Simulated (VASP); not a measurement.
# TiC (Fm-3m) in VASP: notebook, part 2 of 2

VASP 6.6.1. Earlier steps stand in the parts before.

**3. Single point, PBEsol**

This run uses another cell than the first one, of 9.89 Å³/atom, 1.036 times its volume.

INCAR

```
ALGO = Normal
EDIFF = 1E-7
ENCUT = 520
GGA = PS
ISIF = 2
ISMEAR = -1
LASPH = True
LCHARG = False
LREAL = False
LWAVE = False
NBANDS = 15
NELM = 60
PREC = Accurate
SIGMA = 0.05
```

KPOINTS

```
k-points
0
Gamma
  11 11 11
```

POSCAR

```
TiC
1.0
    0.0000000000      2.1467797856      2.1467797856
    2.1467797856      0.0000000000      2.1467797856
    2.1467797856      2.1467797856      0.0000000000
Ti C
1 1
Direct
    0.0000000000      0.0000000000      0.0000000000
    0.5000000000      0.5000000000      0.5000000000
```

Potentials or basis: VASP PAW PBE potentials, release 64 (Ti_sv, C).

Run with:

```bash
$ cat potpaw_PBE.64/Ti_sv/POTCAR potpaw_PBE.64/C/POTCAR > POTCAR
$ mpirun -np 1 vasp_std > vasp.out
```

OUTCAR:

```text
EDIFF = 1E-7
   ENCUT = 520
   GGA = PS
   ISIF = 2
   ISMEAR = -1
   LASPH = True
   LREAL = False
   NELM = 60
   PREC = Accurate

 ion  position               nearest neighbor table
   1  0.000  0.000  0.000-   2 2.15   2 2.15   2 2.15   2 2.15   2 2.15   2 2.15
   2  0.500  0.500  0.500-   1 2.15   1 2.15   1 2.15   1 2.15   1 2.15   1 2.15

  LATTYP: Found a face centered cubic cell.
 ALAT       =     4.2935595712

  Lattice vectors:

 A1 = (   0.0000000000,   2.1467797856,   2.1467797856)
 A2 = (   2.1467797856,   0.0000000000,   2.1467797856)
 A3 = (   2.1467797856,   2.1467797856,   0.0000000000)

Analysis of symmetry for initial positions (statically):
=====================================================================
 Subroutine PRICEL returns:
 Original cell was already a primitive cell.

 Routine SETGRP: Setting up the symmetry group for a
 face centered cubic supercell.

 Subroutine GETGRP returns: Found 48 space group operations
[... 9 lines left out ...]

 Routine SETGRP: Setting up the symmetry group for a
 face centered cubic supercell.

 Subroutine GETGRP returns: Found 48 space group operations
[... 11 lines left out ...]
                                     Primitive cell

  volume of cell :      19.7876

  direct lattice vectors                    reciprocal lattice vectors
     0.000000000  2.146779786  2.146779786    -0.232906982  0.232906982  0.232906982
     2.146779786  0.000000000  2.146779786     0.232906982 -0.232906982  0.232906982
     2.146779786  2.146779786  0.000000000     0.232906982  0.232906982 -0.232906982

  length of vectors
     3.036005088  3.036005088  3.036005088     0.403406726  0.403406726  0.403406726

  position of ions in fractional coordinates (direct lattice)
[... 8 lines left out ...]
----------------------------------------------------------------------------------------

 KPOINTS: k-points

Automatic generation of k-mesh.
 Grid dimensions read from file:
 generate k-points for:   11   11   11

 Generating k-lattice:

  Cartesian coordinates                     Fractional coordinates (reciprocal lattice)
    -0.021173362  0.021173362  0.021173362     0.090909091  0.000000000  0.000000000
[... 83 lines left out ...]
   LORBIT       =      0    0 simple, 1 ext, 2 COOP (PROOUT), +10 PAW based schemes
   GGA     = PS    functional components
   LHFCALC =     F    Hartree Fock is set to
   AEXX    =    0.0000 exact exchange contribution
   IVDW    =     0    specifies the selected vdW correction
   LEPSILON=     F    determine dielectric tensor
   LRPA    =     F    only Hartree local field effects (RPA)
 non-spin polarized calculation
  energy-cutoff  :      520.00
  volume of cell :       19.79
 maximum number of plane-waves:       542
   NGX = 11   NGY = 11   NGZ = 11

 number of electron      16.0000003 magnetization

 Free energy of the ion-electron system (eV)
  ---------------------------------------------------
  ext. energy  EPLUGINS =         0.00000000
  ---------------------------------------------------
  free energy    TOTEN  =       -19.80315843 eV

  energy without entropy =      -19.80069053  energy(sigma->0) =      -19.80192448

 E-fermi :   9.6738     XC(G=0): -12.9975

 val. band max:        9.5738669638   @ k =   0.4545   0.4545   0.0000
 cond. band min:       9.7571783693   @ k =   0.3636   0.2727   0.0000
 fundamental gap:      0.1833114055
 Fermi energy:         9.6738210491

 k-point     1 :       0.0000    0.0000    0.0000
  band No.  band energies     occupation
      1     -46.6423      2.00000
      2     -22.7542      2.00000
      3     -22.7542      2.00000
      4     -22.7542      2.00000
      5      -2.8760      2.00000
      6      10.2845      0.00001
      7      10.2845      0.00001
      8      10.2845      0.00001
      9      11.3526      0.00000
     10      11.3526      0.00000
     11      11.3526      0.00000
     12      11.3942      0.00000
     13      11.3942      0.00000
     14      20.4829      0.00000
[... 401 lines left out ...]
      2     -23.0610      2.00000
      3     -22.8746      2.00000
      4     -22.7760      2.00000
      5      -1.0856      2.00000
      6       6.2972      2.00000
      7       7.3895      2.00000
      8       7.6036      2.00000
      9      11.1802      0.00000
     10      12.3645      0.00000
     11      13.3018      0.00000
     12      14.1632      0.00000
     13      17.1379      0.00000
     14      21.6554      0.00000
     15      23.2885      0.00000

 [... further k-points ...]
[... 5 lines left out ...]
  --------------------------------------------------------------------------------------
  -------------------------------------------------------------------------------------
  Total        0.0291869      0.0291869      0.0291869      0.0000000     -0.0000000     -0.0000000
  in kB        2.3632317      2.3632317      2.3632317      0.0000000     -0.0000000     -0.0000000
  external PRESSURE =       2.3632317 kB  Pullay stress =       0.0000000 kB

 VOLUME and BASIS-vectors are now :
 -----------------------------------------------------------------------------
  energy-cutoff  :      520.00
  volume of cell :       19.79
      direct lattice vectors                 reciprocal lattice vectors
     0.000000000  2.146779786  2.146779786    -0.232906982  0.232906982  0.232906982
     2.146779786  0.000000000  2.146779786     0.232906982 -0.232906982  0.232906982
     2.146779786  2.146779786  0.000000000     0.232906982  0.232906982 -0.232906982

 POSITION                                       TOTAL-FORCE (eV/Angst)
 -----------------------------------------------------------------------------------
      0.00000      0.00000      0.00000         0.000000      0.000000      0.000000
      2.14678      2.14678      2.14678        -0.000000      0.000000      0.000000
 -----------------------------------------------------------------------------------
    total drift:                                0.000000     -0.000000     -0.000000

  FREE ENERGIE OF THE ION-ELECTRON SYSTEM (eV)
  ---------------------------------------------------
  free  energy   TOTEN  =       -19.8031584324 eV

  energy  without entropy=      -19.8006905346  energy(sigma->0) =      -19.80192448
```

OSZICAR:

```text
N       E                     dE             d eps       ncg     rms          rms(c)
DAV:   1     0.118138545660E+03    0.11814E+03   -0.78659E+03  1680   0.127E+03
DAV:   2    -0.178789007489E+02   -0.13602E+03   -0.12725E+03  1806   0.332E+02
DAV:   3    -0.249141599734E+02   -0.70353E+01   -0.69125E+01  2073   0.759E+01
DAV:   4    -0.251538392419E+02   -0.23968E+00   -0.23947E+00  2099   0.125E+01
DAV:   5    -0.251608020356E+02   -0.69628E-02   -0.69621E-02  2150   0.189E+00    0.190E+01
DAV:   6    -0.203269442203E+02    0.48339E+01   -0.10972E+01  2363   0.561E+01    0.655E+00
DAV:   7    -0.198395244693E+02    0.48742E+00   -0.18531E+00  1944   0.191E+01    0.517E+00
DAV:   8    -0.198064667809E+02    0.33058E-01   -0.11732E-01  1906   0.415E+00    0.274E+00
DAV:   9    -0.198075897735E+02   -0.11230E-02   -0.73328E-02  2221   0.315E+00    0.924E-01
DAV:  10    -0.198045218493E+02    0.30679E-02   -0.97002E-03  2121   0.149E+00    0.576E-01
DAV:  11    -0.198031928861E+02    0.13290E-02   -0.27068E-03  1967   0.723E-01    0.832E-02
DAV:  12    -0.198031610505E+02    0.31836E-04   -0.23402E-04  1911   0.168E-01    0.340E-02
DAV:  13    -0.198031586779E+02    0.23726E-05   -0.12819E-05  2142   0.325E-02    0.467E-03
DAV:  14    -0.198031585273E+02    0.15060E-06   -0.43078E-07  2032   0.819E-03    0.404E-03
DAV:  15    -0.198031584113E+02    0.11600E-06   -0.19714E-07  1981   0.380E-03    0.107E-03
DAV:  16    -0.198031584324E+02   -0.21081E-07   -0.17970E-08  1071   0.201E-03
   1 F= -.19803158E+02 E0= -.19801924E+02  d E =-.246790E-02
```

Run time: 13 s. Hardware: 1 thread of AMD EPYC 9R45 (Zen 5), shared host; peak memory 0.12 GiB.

Results:

- Free energy: -19.8032 eV
- Pressure: 0.2 GPa
- Band gap on the k mesh: zero (band 8 reaches 10.28 eV, above the bottom of band 9 at 9.20 eV)

Caveat: the PAW data sets were made with another functional, which shifts forces and pressure a little.

**4. Single point, BLYP+D3(BJ)**

This run uses another cell than the first one, of 9.82 Å³/atom, 1.029 times its volume.

INCAR

```
  PREC = Accurate
  ENCUT = 520
  EDIFF = 1E-7
  ISMEAR = -1
  SIGMA = 0.05
  LREAL = F
  LASPH = T
  NELM = 60
  ALGO = Normal
  ISIF = 2
  LWAVE = F
  LCHARG = F
  GGA = B5
  ALDAX = 1.0
  AGGAX = 1.0
  AGGAC = 1.0
  ALDAC = 0.0
  IVDW = 12
  VDW_S6 = 1.0
  VDW_S8 = 2.6996
  VDW_A1 = 0.4298
  VDW_A2 = 4.2359
  NBANDS = 15
```

KPOINTS

```
regular mesh
0
Gamma
  11 11 11
```

POSCAR

```
TiC
1.0
    0.0000000000      2.1416284694      2.1416284694
    2.1416284694      0.0000000000      2.1416284694
    2.1416284694      2.1416284694      0.0000000000
Ti C
1 1
Direct
    0.0000000000      0.0000000000      0.0000000000
    0.5000000000      0.5000000000      0.5000000000
```

Run with:

```bash
$ cat potpaw_PBE.64/Ti_sv/POTCAR potpaw_PBE.64/C/POTCAR > POTCAR
$ mpirun -np 1 vasp_std > vasp.out
```

Wall time 22 s (1 thread of AMD EPYC 9R45 (Zen 5), shared host); peak memory 0.12 GiB.

Results (log left out):

```
Free energy                : -19.0527 eV
Pressure                   : 0.6 GPa
Band gap on the k mesh     : zero (band 8 reaches 10.95 eV, above the bottom of band 9 at 9.84 eV)
Dispersion energy per atom : -1.043 eV
```

Levels at points of the mesh, in eV from the Fermi level:
| k point | band 6 | band 7 | band 8 | band 9 | band 10 | band 11 |
| --- | --- | --- | --- | --- | --- | --- |
| (0.00, 0.00, 0.00) | 0.63 | 0.63 | 0.63 | 1.59 | 1.59 | 1.59 |

Caveat: the PAW data sets were made with another functional, which shifts forces and pressure a little; pairwise dispersion overbinds metals, which lowers pressure and volume.

**5. Single point, LDA**

This run uses another cell than the first one, of 9.75 Å³/atom, 1.021 times its volume.

INCAR

```
ALGO = Normal
EDIFF = 1E-6
ENCUT = 520
GGA = CA
ISIF = 2
ISMEAR = -1
LASPH = True
LCHARG = False
LREAL = False
LWAVE = False
NBANDS = 15
NELM = 100
PREC = Accurate
SIGMA = 0.05
```

KPOINTS

```
k-points
0
Gamma
  11 11 11
```

POSCAR

```
TiC
1.0
    0.0000000000      2.1364487848      2.1364487848
    2.1364487848      0.0000000000      2.1364487848
    2.1364487848      2.1364487848      0.0000000000
Ti C
1 1
Direct
    0.0000000000      0.0000000000      0.0000000000
    0.5000000000      0.5000000000      0.5000000000
```

Potentials or basis: VASP PAW LDA potentials, release 64 (Ti_sv, C).

Run with:

```bash
$ cat potpaw_LDA.64/Ti_sv/POTCAR potpaw_LDA.64/C/POTCAR > POTCAR
$ mpirun -np 1 vasp_std > vasp.out
```

It took 11 s on 1 thread of AMD EPYC 9R45 (Zen 5), shared host; peak memory 0.11 GiB.

It converged, with:

| Property | Result |
| --- | --- |
| Free energy | -20.5393 eV |
| Pressure | -1.6 GPa |
| Band gap on the k mesh | zero (band 8 reaches 10.37 eV, above the bottom of band 9 at 9.31 eV) |

Levels at points of the mesh, in eV from the Fermi level:
```
           k point  band 4  band 5  band 6  band 7  band 8  band 9  band 10  band 11  band 12  band 13
(0.00, 0.00, 0.00)  -32.20  -12.45    0.59    0.59    0.59    1.68     1.68     1.68     1.74     1.74
```

**6. Single point, LDA**

This run uses another cell than the first one, of 9.95 Å³/atom, 1.043 times its volume.

INCAR

```
SYSTEM = TiC
  PREC = Accurate
  ENCUT = 520
  EDIFF = 1E-6
  ISMEAR = -1
  SIGMA = 0.05
  LREAL = .False.
  LASPH = .True.
  NELM = 100
  ALGO = Normal
  ISIF = 2
  LWAVE = .False.
  LCHARG = .False.
  NBANDS = 15
```

KPOINTS

```
Automatic mesh
0
Gamma
  11 11 11
  0 0 0
```

POSCAR

```
TiC
1.0
    0.0000000000      2.1511833799      2.1511833799
    2.1511833799      0.0000000000      2.1511833799
    2.1511833799      2.1511833799      0.0000000000
Ti C
1 1
Direct
    0.0000000000      0.0000000000      0.0000000000
    0.5000000000      0.5000000000      0.5000000000
```

Potentials or basis: VASP PAW LDA potentials, release 64 (Ti_sv, C).

Run with:

```bash
$ cat potpaw_LDA.64/Ti_sv/POTCAR potpaw_LDA.64/C/POTCAR > POTCAR
$ mpirun -np 1 vasp_std > vasp.out
```

Run time: 11 s. Hardware: 1 thread of AMD EPYC 9R45 (Zen 5), shared host; peak memory 0.11 GiB.

Results (log left out):

```yaml
Free_energy: -20.5285 eV
Pressure: -7.1 GPa
Band_gap_on_the_k_mesh: zero (band 8 reaches 10.11 eV, above the bottom of band 9 at 9.06 eV)
```

Levels at points of the mesh, in eV from the Fermi level:
```
           k point  band 5  band 6  band 7  band 8  band 9  band 10  band 11  band 12
(0.00, 0.00, 0.00)  -12.35    0.58    0.58    0.58    1.66     1.66     1.66     1.70
```

**7. The runs side by side**

| level | potentials or basis | cell | gap on the mesh (eV) | pressure (GPa) |
| --- | --- | --- | --- | --- |
| LDA | VASP PAW LDA potentials, release 64 (Ti_sv, C) | a = 3.000 Å, angles 60.0°, 2 atoms | none | 4.4 |
| PBEsol | VASP PAW PBE potentials, release 64 (Ti_sv, C) | a = 3.036 Å, angles 60.0°, 2 atoms | none | 0.2 |
| BLYP+D3(BJ) | VASP PAW PBE potentials, release 64 (Ti_sv, C) | a = 3.029 Å, angles 60.0°, 2 atoms | none | 0.6 |
| LDA | VASP PAW LDA potentials, release 64 (Ti_sv, C) | a = 3.021 Å, angles 60.0°, 2 atoms | none | -1.6 |
| LDA | VASP PAW LDA potentials, release 64 (Ti_sv, C) | a = 3.042 Å, angles 60.0°, 2 atoms | none | -7.1 |

Alike in all rows: task single point; no spin polarisation; k mesh 11 × 11 × 11; cutoff (eV) 520; smearing fermi-dirac 0.05 eV.

Caveats: the PAW data sets were made with another functional, which shifts forces and pressure a little (some runs); pairwise dispersion overbinds metals, which lowers pressure and volume (some runs).

Absolute energies hang on the potentials; compare differences alone.
